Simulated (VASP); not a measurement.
# Hg (Fm-3m) in VASP: single point with PBE

Aim: the single point of Hg with PBE.

Everything below comes from runs of VASP 6.6.1. Logs are shortened: lines on timing, memory, paths and dates and some standing lists are left out, and cuts for length are marked.

## Step 1: The cell of the first run

Symmetry: Fm-3m, No. 225, cubic system. Conventional cell: a = 4.784 Å, b = 4.784 Å, c = 4.784 Å, α = 90.00°, β = 90.00°, γ = 90.00°. Hg (site symmetry m-3m) has 12 Hg at 3.38 Å within 4.4 Å.

## Step 2: Single point, PBE, non-collinear spin, zero start, spin-orbit coupling

INCAR reads:

```
SYSTEM = Hg
PREC     = Accurate       ! precision mode
ENCUT    = 500            ! plane-wave cutoff, eV
EDIFF    = 1E-6           ! SCF threshold, eV
ISMEAR   = 0              ! smearing method
SIGMA    = 0.05           ! smearing width, eV
LREAL    = .False.        ! projectors in reciprocal space
LASPH    = .True.         ! aspherical terms in the spheres
NELM     = 200            ! most SCF steps
ALGO     = Normal         ! electronic algorithm
ISIF     = 2              ! what is computed and relaxed
LWAVE    = .False.        ! write WAVECAR
LCHARG   = .False.        ! write CHGCAR
MAGMOM   = 0 0 0          ! initial moments
LORBIT   = 11             ! projections on sites
LSORBIT  = .True.         ! spin-orbit coupling
GGA_COMPAT= .False.      
LORBMOM  = .True.       
GGA      = PE             ! functional
NBANDS   = 23             ! bands
```

KPOINTS reads:

```
regular mesh
0
Gamma
  14 14 14
  0 0 0
```

POSCAR reads:

```
Hg
1.0
    0.0000000000      2.3919113800      2.3919113800
    2.3919113800      0.0000000000      2.3919113800
    2.3919113800      2.3919113800      0.0000000000
Hg
1
Direct
    0.0000000000      0.0000000000      0.0000000000
```

Potentials or basis: VASP PAW PBE potentials, release 64 (Hg).

Started as:

```
$ cat potpaw_PBE.64/Hg/POTCAR > POTCAR
$ mpirun -np 1 vasp_ncl > vasp.out
```

OUTCAR:

```text
SYSTEM = Hg
   PREC = Accurate
   ENCUT = 500
   EDIFF = 1E-6
   ISMEAR = 0
   LREAL = .False.
   LASPH = .True.
   NELM = 200
   ISIF = 2
   LORBIT = 11
   LSORBIT = .True.
   GGA = PE

 ion  position               nearest neighbor table
   1  0.000  0.000  0.000-

  LATTYP: Found a face centered cubic cell.
 ALAT       =     4.7838227600

  Lattice vectors:

 A1 = (   0.0000000000,   2.3919113800,   2.3919113800)
 A2 = (   2.3919113800,   0.0000000000,   2.3919113800)
 A3 = (   2.3919113800,   2.3919113800,   0.0000000000)

Analysis of symmetry for initial positions (statically):
[... 25 lines left out ...]
The dynamic configuration has the point symmetry O_h .

Analysis of structural, dynamic, and magnetic symmetry:
=====================================================================
 Subroutine PRICEL returns:
[... 7 lines left out ...]
 out of a pool of 48 trial point group operations.

The overall configuration has the point symmetry O_h .

 Subroutine INISYM returns: Found 48 space group operations
[... 5 lines left out ...]
                                     Primitive cell

  volume of cell :      27.3694

  direct lattice vectors                    reciprocal lattice vectors
     0.000000000  2.391911380  2.391911380    -0.209037845  0.209037845  0.209037845
     2.391911380  0.000000000  2.391911380     0.209037845 -0.209037845  0.209037845
     2.391911380  2.391911380  0.000000000     0.209037845  0.209037845 -0.209037845

  length of vectors
     3.382673514  3.382673514  3.382673514     0.362064168  0.362064168  0.362064168

  position of ions in fractional coordinates (direct lattice)
     0.000000000  0.000000000  0.000000000

  ion indices of the primitive-cell ions
   primitive index   ion index
                 1           1

----------------------------------------------------------------------------------------

 KPOINTS: regular mesh

Automatic generation of k-mesh.
 Grid dimensions read from file:
 generate k-points for:   14   14   14

 Generating k-lattice:

  Cartesian coordinates                     Fractional coordinates (reciprocal lattice)
    -0.014931275  0.014931275  0.014931275     0.071428571  0.000000000  0.000000000
     0.014931275 -0.014931275  0.014931275     0.000000000  0.071428571  0.000000000
     0.014931275  0.014931275 -0.014931275     0.000000000  0.000000000  0.071428571

  Length of vectors
     0.025861726  0.025861726  0.025861726

  Shift w.r.t. Gamma in fractional coordinates (k-lattice)
     0.000000000  0.000000000  0.000000000

 Subroutine IBZKPT returns following result:
[... 102 lines left out ...]

 val. band max:        1.3901174550   @ k =  -0.3571   0.4286   0.0714
 cond. band min:       1.4916559199   @ k =  -0.2857   0.5000   0.2143
 fundamental gap:      0.1015384650
 Fermi energy:         1.4338594875

 k-point     1 :       0.0000    0.0000    0.0000
  band No.  band energies     occupation
      1      -6.2554      1.00000
      2      -6.2554      1.00000
      3      -5.8944      1.00000
      4      -5.8944      1.00000
      5      -5.8944      1.00000
      6      -5.8944      1.00000
[... 613 lines left out ...]
     22      16.5273      0.00000
     23      20.6927      0.00000

 [... further k-points ...]
[... 5 lines left out ...]
  --------------------------------------------------------------------------------------
  -------------------------------------------------------------------------------------
  Total        0.0732521      0.0732521      0.0732521     -0.0000000      0.0000000      0.0000000
  in kB        4.2881035      4.2881035      4.2881035     -0.0000000      0.0000000      0.0000000
  external PRESSURE =       4.2881035 kB  Pullay stress =       0.0000000 kB

 VOLUME and BASIS-vectors are now :
 -----------------------------------------------------------------------------
  energy-cutoff  :      500.00
  volume of cell :       27.37
      direct lattice vectors                 reciprocal lattice vectors
     0.000000000  2.391911380  2.391911380    -0.209037845  0.209037845  0.209037845
     2.391911380  0.000000000  2.391911380     0.209037845 -0.209037845  0.209037845
     2.391911380  2.391911380  0.000000000     0.209037845  0.209037845 -0.209037845

 POSITION                                       TOTAL-FORCE (eV/Angst)
 -----------------------------------------------------------------------------------
      0.00000      0.00000      0.00000         0.000000     -0.000000     -0.000000
 -----------------------------------------------------------------------------------
    total drift:                               -0.000000     -0.000000     -0.000000

  FREE ENERGIE OF THE ION-ELECTRON SYSTEM (eV)
  ---------------------------------------------------
  free  energy   TOTEN  =        -0.3921277906 eV

  energy  without entropy=       -0.3919208198  energy(sigma->0) =       -0.39202431

 orbital moment (x)

 # of ion     p       d       tot
 ----------------------------------------
  1         0.000  -0.000  -0.000
 ----------------------------------------
            0.000  -0.000  -0.000

 orbital moment (y)

 # of ion     p       d       tot
 ----------------------------------------
  1         0.000  -0.000  -0.000
 ----------------------------------------
            0.000  -0.000  -0.000

 orbital moment (z)

 # of ion     p       d       tot
 ----------------------------------------
  1         0.000   0.000   0.000
 ----------------------------------------
            0.000   0.000   0.000

 Spin-Orbit-Coupling matrix elements

 Ion:    1  E_soc:     -0.4706031
 l=   1
     0.0000000    -0.0105482    -0.0105482
    -0.0105482     0.0000000    -0.0105482
    -0.0105482    -0.0105482     0.0000000
 l=   2
     0.0000000    -0.0135279     0.0000000    -0.0135279    -0.0543577
    -0.0135279     0.0000000    -0.0407683    -0.0135279    -0.0135894
     0.0000000    -0.0407683     0.0000000    -0.0407683     0.0000000
    -0.0135279    -0.0135279    -0.0407683     0.0000000    -0.0135894
    -0.0543577    -0.0135894     0.0000000    -0.0135894     0.0000000
 l=   3
     0.0000000     0.0000000     0.0000000     0.0000000     0.0000000     0.0000000     0.0000000
     0.0000000     0.0000000     0.0000000     0.0000000     0.0000000     0.0000000     0.0000000
     0.0000000     0.0000000     0.0000000     0.0000000     0.0000000     0.0000000     0.0000000
     0.0000000     0.0000000     0.0000000     0.0000000     0.0000000     0.0000000     0.0000000
     0.0000000     0.0000000     0.0000000     0.0000000     0.0000000     0.0000000     0.0000000
     0.0000000     0.0000000     0.0000000     0.0000000     0.0000000     0.0000000     0.0000000
     0.0000000     0.0000000     0.0000000     0.0000000     0.0000000     0.0000000     0.0000000

 total charge

# of ion       s       p       d       tot
------------------------------------------
    1        0.936   0.150   9.336  10.422

 magnetization (x)

# of ion       s       p       d       tot
------------------------------------------
    1        0.000   0.000   0.000   0.000

 magnetization (y)

# of ion       s       p       d       tot
------------------------------------------
    1       -0.000   0.000   0.000   0.000

 magnetization (z)

# of ion       s       p       d       tot
------------------------------------------
    1        0.000   0.000  -0.000   0.000
```

Run time: 3.9 min. Hardware: 1 thread of Intel Xeon 8259CL, shared host; peak memory 0.3 GiB.

Results:

```
Free energy                                           : -0.3921 eV
Pressure                                              : 0.4 GPa
Net moment                                            : 0.00 μB per cell
Valence electrons inside the program's atomic spheres : Hg 10.42
```

Moments on the atoms (μB; x, y, z):
```
Hg  0.00 0.00 0.00
```
